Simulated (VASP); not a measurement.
# Sc (Fm-3m) in VASP: notebook

Runs on Sc. Level: PBEsol. Tasks: single point, relaxation of volume and atoms at fixed shape.

Everything below comes from runs of VASP 6.6.1. Logs are shortened: lines on timing, memory, paths and dates and some standing lists are left out, and cuts for length are marked.

### Step 1. The cell of the first run

Symmetry: Fm-3m, No. 225, cubic system. The conventional cell has a = 4.559 Å, b = 4.559 Å, c = 4.559 Å, α = 90.00°, β = 90.00°, γ = 90.00°. Sc (site symmetry m-3m) has 12 Sc at 3.22 Å within 4.2 Å.

This isn't the form of Sc at room conditions, which is hcp.

### Step 2. Single point, PBEsol

INCAR reads:

```
SYSTEM = Sc
  ALGO = Normal
  EDIFF = 1E-6
  ENCUT = 500
  GGA = PS
  GGA_COMPAT = .FALSE.
  ISIF = 2
  ISMEAR = -1
  LASPH = .TRUE.
  LCHARG = .FALSE.
  LREAL = .FALSE.
  LWAVE = .FALSE.
  NBANDS = 12
  NELM = 120
  PREC = Accurate
  SIGMA = 0.1
```

KPOINTS reads:

```
k-points
0
G
  8 8 8
  0 0 0
```

POSCAR reads:

```
Sc
1.0
    0.0000000000      2.2795335311      2.2795335311
    2.2795335311      0.0000000000      2.2795335311
    2.2795335311      2.2795335311      0.0000000000
Sc
1
Direct
    0.0000000000      0.0000000000      0.0000000000
```

Potentials or basis: VASP PAW PBE potentials, release 64 (Sc_sv).

On the command line:

```sh
$ cat potpaw_PBE.64/Sc_sv/POTCAR > POTCAR
$ mpirun -np 1 vasp_std > vasp.out
```

OUTCAR:

```text
SYSTEM = Sc
   EDIFF = 1E-6
   ENCUT = 500
   GGA = PS
   ISIF = 2
   ISMEAR = -1
   LASPH = .TRUE.
   LREAL = .FALSE.
   NELM = 120
   PREC = Accurate

 ion  position               nearest neighbor table
   1  0.000  0.000  0.000-

  LATTYP: Found a face centered cubic cell.
 ALAT       =     4.5590670622

  Lattice vectors:

 A1 = (   0.0000000000,   2.2795335311,   2.2795335311)
 A2 = (   2.2795335311,   0.0000000000,   2.2795335311)
 A3 = (   2.2795335311,   2.2795335311,   0.0000000000)

Analysis of symmetry for initial positions (statically):
=====================================================================
 Subroutine PRICEL returns:
 Original cell was already a primitive cell.

 Routine SETGRP: Setting up the symmetry group for a
 face centered cubic supercell.

 Subroutine GETGRP returns: Found 48 space group operations
 (whereof 48 operations were pure point group operations)
 out of a pool of 48 trial point group operations.

The static configuration has the point symmetry O_h .

Analysis of symmetry for dynamics (positions and initial velocities):
=====================================================================
 Subroutine PRICEL returns:
 Original cell was already a primitive cell.

 Routine SETGRP: Setting up the symmetry group for a
 face centered cubic supercell.

 Subroutine GETGRP returns: Found 48 space group operations
 (whereof 48 operations were pure point group operations)
 out of a pool of 48 trial point group operations.

The dynamic configuration has the point symmetry O_h .

 Subroutine INISYM returns: Found 48 space group operations
 (whereof 48 operations are pure point group operations),
 and found     1 'primitive' translations

----------------------------------------------------------------------------------------

                                     Primitive cell

  volume of cell :      23.6902

  direct lattice vectors                    reciprocal lattice vectors
     0.000000000  2.279533531  2.279533531    -0.219343121  0.219343121  0.219343121
     2.279533531  0.000000000  2.279533531     0.219343121 -0.219343121  0.219343121
     2.279533531  2.279533531  0.000000000     0.219343121  0.219343121 -0.219343121

  length of vectors
     3.223747236  3.223747236  3.223747236     0.379913431  0.379913431  0.379913431

  position of ions in fractional coordinates (direct lattice)
     0.000000000  0.000000000  0.000000000

  ion indices of the primitive-cell ions
   primitive index   ion index
                 1           1

----------------------------------------------------------------------------------------

 KPOINTS: k-points

Automatic generation of k-mesh.
 Grid dimensions read from file:
 generate k-points for:    8    8    8

 Generating k-lattice:

  Cartesian coordinates                     Fractional coordinates (reciprocal lattice)
    -0.027417890  0.027417890  0.027417890     0.125000000  0.000000000  0.000000000
     0.027417890 -0.027417890  0.027417890     0.000000000  0.125000000  0.000000000
     0.027417890  0.027417890 -0.027417890     0.000000000  0.000000000  0.125000000

  Length of vectors
     0.047489179  0.047489179  0.047489179

  Shift w.r.t. Gamma in fractional coordinates (k-lattice)
     0.000000000  0.000000000  0.000000000

 Subroutine IBZKPT returns following result:
 ===========================================

 Found     29 irreducible k-points:

 Following reciprocal coordinates:
            Coordinates               Weight
  0.000000  0.000000  0.000000      1.000000
  0.125000  0.000000  0.000000      8.000000
  0.250000  0.000000  0.000000      8.000000
  0.375000  0.000000  0.000000      8.000000
  0.500000  0.000000  0.000000      4.000000
  0.125000  0.125000  0.000000      6.000000
[... 16 lines left out ...]
  0.500000  0.250000  0.125000     48.000000
 -0.375000  0.250000  0.125000     24.000000
 [... further k-points ...]
   k-points           NKPTS =     29   k-points in BZ     NKDIM =     29   number of bands    NBANDS=     12
   number of dos      NEDOS =    301   number of ions     NIONS =      1
   total plane-waves  NPLWV =  13824
   dimension x,y,z NGX =    24 NGY =   24 NGZ =   24
   dimension x,y,z NGXF=    48 NGYF=   48 NGZF=   48
   ions per type =               1
   NGX,Y,Z   is equivalent  to a cutoff of  12.38, 12.38, 12.38 a.u.
   NGXF,Y,Z  is equivalent  to a cutoff of  24.75, 24.75, 24.75 a.u.
 SYSTEM =  Sc
   PREC   = accura    normal or accurate (medium, high low for compatibility)
   ISTART =      0    job   : 0-new  1-cont  2-samecut
   ICHARG =      2    charge: 1-file 2-atom 10-const
   ISPIN  =      1    spin polarized calculation?
   LNONCOLLINEAR =      F non collinear calculations
   LSORBIT =      F    spin-orbit coupling
   LASPH  =      T    aspherical Exc in radial PAW
   ENCUT  =  500.0 eV  36.75 Ry    6.06 a.u.   5.88  5.88  5.88*2*pi/ulx,y,z
   NELM   =    120;   NELMIN=  2; NELMDL= -5     # of ELM steps
   EDIFF  = 0.1E-05   stopping-criterion for ELM
   LREAL  =      F    real-space projection
[... 7 lines left out ...]
   TEBEG  =    0.0;   TEEND  =   0.0 temperature during run
   PSTRESS=    0.0 pullay stress
   NELECT =      11.0000    total number of electrons
   NUPDOWN=      -1.0000    fix difference up-down
   EMIN   =  10.00;   EMAX   =-10.00  energy-range for DOS
   EFERMI =   0.00;   METHOD = LEGACY
   ISMEAR =    -1;   SIGMA  =   0.10  broadening in eV -4-tet -1-fermi 0-gaus
   EFERMI_NEDOS =   21; number of points for ismear=-14 and -15
   IALGO  =     38    algorithm
   IMIX   =      4    mixing-type and parameters
     AMIX     =   0.40;   BMIX     =  1.00
     AMIX_MAG =   1.60;   BMIX_MAG =  1.00
  volume/ion in A,a.u.               =      23.69       159.87
  Fermi-wavevector in a.u.,A,eV,Ry     =   1.267700  2.395605 21.865415  1.607063
  Thomas-Fermi vector in A             =   2.400834
   LORBIT       =      0    0 simple, 1 ext, 2 COOP (PROOUT), +10 PAW based schemes
   GGA     = PS    functional components
   LHFCALC =     F    Hartree Fock is set to
   AEXX    =    0.0000 exact exchange contribution
   IVDW    =     0    specifies the selected vdW correction
   LEPSILON=     F    determine dielectric tensor
   LRPA    =     F    only Hartree local field effects (RPA)
 non-spin polarized calculation
  energy-cutoff  :      500.00
  volume of cell :       23.69
 maximum number of plane-waves:       620
   NGX = 11   NGY = 11   NGZ = 11

 number of electron      10.9999996 magnetization

 Free energy of the ion-electron system (eV)
  ---------------------------------------------------
  ext. energy  EPLUGINS =         0.00000000
  ---------------------------------------------------
  free energy    TOTEN  =        -6.58837842 eV

  energy without entropy =       -6.52711457  energy(sigma->0) =       -6.55774650

 E-fermi :   3.8749     XC(G=0): -10.1502

 val. band max:        3.8200502508   @ k =   0.3750   0.2500   0.0000
 cond. band min:       3.8923602693   @ k =  -0.2500   0.3750   0.1250
 fundamental gap:      0.0723100185
 Fermi energy:         3.8749100345

 k-point     1 :       0.0000    0.0000    0.0000
  band No.  band energies     occupation
      1     -45.2450      2.00000
      2     -23.7236      2.00000
      3     -23.7236      2.00000
      4     -23.7236      2.00000
      5      -1.4038      2.00000
      6       5.5013      0.00000
      7       5.5013      0.00000
      8       5.5013      0.00000
      9       6.9596      0.00000
     10       6.9596      0.00000
     11      16.6104      0.00000
     12      20.1325      0.00000

 k-point     2 :       0.1250    0.0000    0.0000
  band No.  band energies     occupation
      1     -45.2345      2.00000
      2     -23.7929      2.00000
      3     -23.7324      2.00000
      4     -23.7324      2.00000
      5      -0.9985      2.00000
      6       5.2108      0.00000
      7       5.6379      0.00000
      8       5.6379      0.00000
      9       6.8731      0.00000
     10       6.8731      0.00000
     11      16.8529      0.00000
     12      17.9344      0.00000

 k-point     3 :       0.2500    0.0000    0.0000
  band No.  band energies     occupation
      1     -45.2092      2.00000
      2     -23.9573      2.00000
      3     -23.7536      2.00000
      4     -23.7536      2.00000
      5       0.0945      2.00000
      6       4.6221      0.00114
      7       5.7160      0.00000
      8       5.7160      0.00000
      9       7.0085      0.00000
     10       7.0085      0.00000
     11      14.6305      0.00000
     12      17.2551      0.00000

 k-point     4 :       0.3750    0.0000    0.0000
  band No.  band energies     occupation
      1     -45.1837      2.00000
      2     -24.1176      2.00000
      3     -23.7747      2.00000
      4     -23.7747      2.00000
      5       1.4202      2.00000
      6       4.2165      0.06363
      7       5.5000      0.00000
      8       5.5000      0.00000
      9       7.5883      0.00000
     10       7.5883      0.00000
     11      12.1163      0.00000
     12      16.3919      0.00000

 k-point     5 :       0.5000    0.0000    0.0000
  band No.  band energies     occupation
      1     -45.1731      2.00000
      2     -24.1829      2.00000
      3     -23.7834      2.00000
      4     -23.7834      2.00000
      5       2.0441      2.00000
      6       4.1836      0.08731
      7       5.3821      0.00000
      8       5.3821      0.00000
      9       7.9126      0.00000
     10       7.9126      0.00000
     11      10.9614      0.00000
     12      15.9691      0.00000

 k-point     6 :       0.1250    0.1250    0.0000
  band No.  band energies     occupation
      1     -45.2311      2.00000
      2     -23.7912      2.00000
      3     -23.7476      2.00000
      4     -23.7476      2.00000
      5      -0.8658      2.00000
      6       5.0677      0.00001
      7       5.7457      0.00000
      8       5.7457      0.00000
      9       6.5283      0.00000
     10       7.0880      0.00000
     11      17.1326      0.00000
     12      18.5109      0.00000

 k-point     7 :       0.2500    0.1250    0.0000
  band No.  band energies     occupation
      1     -45.2107      2.00000
      2     -23.9125      2.00000
      3     -23.7732      2.00000
      4     -23.7665      2.00000
      5      -0.0036      2.00000
      6       4.5890      0.00158
      7       5.7250      0.00000
      8       5.9537      0.00000
      9       6.5078      0.00000
     10       7.2633      0.00000
     11      15.7824      0.00000
     12      17.5025      0.00000

 k-point     8 :       0.3750    0.1250    0.0000
  band No.  band energies     occupation
      1     -45.1852      2.00000
      2     -24.0646      2.00000
      3     -23.7961      2.00000
      4     -23.7943      2.00000
      5       1.2930      2.00000
      6       4.1371      0.13549
      7       5.2832      0.00000
      8       5.8446      0.00000
      9       7.3148      0.00000
     10       7.7143      0.00000
     11      12.9591      0.00000
     12      16.7589      0.00000
[... 166 lines left out ...]
 k-point    20 :      -0.3750    0.3750    0.0000
  band No.  band energies     occupation
      1     -45.1515      2.00000
      2     -24.0780      2.00000
      3     -23.9865      2.00000
      4     -23.8519      2.00000
      5       3.0032      1.99967
      6       3.4276      1.97743
      7       4.7934      0.00021
      8       6.9583      0.00000
      9       7.7870      0.00000
     10      10.2461      0.00000
     11      10.4200      0.00000
     12      12.6949      0.00000

 k-point    21 :       0.5000    0.5000    0.0000
  band No.  band energies     occupation
      1     -45.1497      2.00000
      2     -24.1528      2.00000
      3     -23.8861      2.00000
      4     -23.8861      2.00000
      5       2.2596      2.00000
      6       3.1818      1.99805
      7       5.9267      0.00000
      8       7.9059      0.00000
      9       8.1617      0.00000
     10       8.1617      0.00000
     11      12.8248      0.00000
     12      13.2877      0.00000

 k-point    22 :       0.3750    0.2500    0.1250
  band No.  band energies     occupation
      1     -45.1903      2.00000
      2     -23.9966      2.00000
      3     -23.8371      2.00000
      4     -23.7814      2.00000
      5       0.9714      2.00000
      6       4.2081      0.06898
      7       5.2167      0.00000
      8       6.4297      0.00000
      9       6.5232      0.00000
     10       7.7866      0.00000
     11      14.9406      0.00000
     12      15.4543      0.00000

 k-point    23 :       0.5000    0.2500    0.1250
  band No.  band energies     occupation
      1     -45.1698      2.00000
      2     -24.0820      2.00000
      3     -23.8874      2.00000
      4     -23.8072      2.00000
      5       2.2077      2.00000
      6       3.9229      0.76459
      7       4.7095      0.00047
      8       6.2083      0.00000
      9       7.3319      0.00000
     10       8.5205      0.00000
     11      12.3428      0.00000
     12      14.9766      0.00000

 k-point    24 :      -0.3750    0.2500    0.1250
  band No.  band energies     occupation
      1     -45.1613      2.00000
      2     -24.1185      2.00000
      3     -23.9032      2.00000
      4     -23.8212      2.00000
      5       2.9426      1.99982
      6       3.5801      1.90031
      7       4.7146      0.00045
      8       6.0722      0.00000
      9       7.7633      0.00000
     10       9.1154      0.00000
     11      10.7327      0.00000
     12      15.3186      0.00000

 [... further k-points ...]

------------------------ aborting loop because EDIFF is reached ----------------------------------------

  FORCE on cell =-STRESS in cart. coord.  units (eV):
  Direction    XX          YY          ZZ          XY          YZ          ZX
  --------------------------------------------------------------------------------------
  -------------------------------------------------------------------------------------
  Total       -0.0026007     -0.0026007     -0.0026007     -0.0000000     -0.0000000      0.0000000
  in kB       -0.1758883     -0.1758883     -0.1758883     -0.0000000     -0.0000000      0.0000000
  external PRESSURE =      -0.1758883 kB  Pullay stress =       0.0000000 kB

 VOLUME and BASIS-vectors are now :
 -----------------------------------------------------------------------------
  energy-cutoff  :      500.00
  volume of cell :       23.69
      direct lattice vectors                 reciprocal lattice vectors
     0.000000000  2.279533531  2.279533531    -0.219343121  0.219343121  0.219343121
     2.279533531  0.000000000  2.279533531     0.219343121 -0.219343121  0.219343121
     2.279533531  2.279533531  0.000000000     0.219343121  0.219343121 -0.219343121

 POSITION                                       TOTAL-FORCE (eV/Angst)
 -----------------------------------------------------------------------------------
      0.00000      0.00000      0.00000         0.000000     -0.000000     -0.000000
 -----------------------------------------------------------------------------------
    total drift:                               -0.000000      0.000000      0.000000

  FREE ENERGIE OF THE ION-ELECTRON SYSTEM (eV)
  ---------------------------------------------------
  free  energy   TOTEN  =        -6.5883784232 eV

  energy  without entropy=       -6.5271145709  energy(sigma->0) =       -6.55774650
```

It took 3.6 s on 1 thread of Intel Xeon 6975P-C (Granite Rapids), shared host; peak memory 0.14 GiB.

Results:

```
Free energy            : -6.5884 eV
Pressure               : 0.0 GPa
Band gap on the k mesh : zero (an odd number of electrons rules out a gap without spin polarisation)
```

Caveat: the PAW data sets were made with another functional, which shifts forces and pressure a little.

### Step 3. Relaxation of volume and atoms at fixed shape, PBEsol

This run uses another cell than the first one, of 24.97 Å³/atom.

INCAR reads:

```
SYSTEM = Sc
PREC = Accurate
ENCUT = 500
EDIFF = 1E-7
ISMEAR = -1
SIGMA = 0.1
LREAL = .FALSE.
LASPH = .TRUE.
NELM = 120
ALGO = Normal
ISIF = 8
LWAVE = .FALSE.
LCHARG = .FALSE.
GGA = PS
IBRION = 2
NSW = 80
EDIFFG = -0.02
GGA_COMPAT = .FALSE.
NELMIN = 4
```

KPOINTS reads:

```
Automatic mesh
0
G
  8 8 8
  0 0 0
```

POSCAR reads:

```
Sc
1.0
    0.0000000000      2.3200000000      2.3200000000
    2.3200000000      0.0000000000      2.3200000000
    2.3200000000      2.3200000000      0.0000000000
Sc
1
Direct
    0.0000000000      0.0000000000      0.0000000000
```

Potentials or basis: VASP PAW PBE potentials, release 64 (Sc_sv).

On the command line:

```sh
$ cat potpaw_PBE.64/Sc_sv/POTCAR > POTCAR
$ mpirun -np 1 vasp_std > vasp.out
```

Run time: 7.2 s. Hardware: 1 thread of Intel Xeon 6975P-C (Granite Rapids), shared host; peak memory 0.14 GiB.

It converged, with:

```yaml
Free_energy: -6.5890 eV
Relaxed_volume: 23.69 Å³/atom
Relaxed_cell: a = 3.224 Å, b = 3.224 Å, c = 3.224 Å, α = 60.00°, β = 60.00°, γ = 60.00°
Space_group_after_relaxing_to_0.1_Å: Fm-3m (No. 225)
Energy_gained_by_relaxing: 10.8 meV/atom
Ionic_steps: 3
Pressure_after_relaxing: 0.0 GPa
Band_gap_on_the_k_mesh: zero (an odd number of electrons rules out a gap without spin polarisation)
```

The path:
```
step  energy change (eV)  largest force (eV/Å)  pressure (GPa)  volume (Å³)
   1              0.0000                0.0000           -2.59        24.97
   2             -0.0106                0.0000            0.33        23.54
   3             -0.0108                0.0000            0.00        23.69
```

Final structure:
```xyz
1
Lattice="0.0000 2.2794 2.2794 2.2794 0.0000 2.2794 2.2794 2.2794 0.0000" Properties=species:S:1:pos:R:3 pbc="T T T"
Sc    0.0000    0.0000    0.0000
```

Levels at points of the mesh, in eV from the Fermi level:
| k point | band 1 | band 2 | band 3 | band 4 | band 5 | band 6 | band 7 | band 8 | band 9 |
| --- | --- | --- | --- | --- | --- | --- | --- | --- | --- |
| (0.00, 0.00, 0.00) | -49.12 | -27.60 | -27.60 | -27.60 | -5.28 | 1.63 | 1.63 | 1.63 | 3.09 |
| (0.50, 0.00, 0.00) | -49.05 | -28.06 | -27.66 | -27.66 | -1.83 | 0.31 | 1.51 | 1.51 | 4.04 |
| (0.50, 0.50, 0.00) | -49.02 | -28.03 | -27.76 | -27.76 | -1.62 | -0.69 | 2.05 | 4.03 | 4.29 |

Caveat: the PAW data sets were made with another functional, which shifts forces and pressure a little.
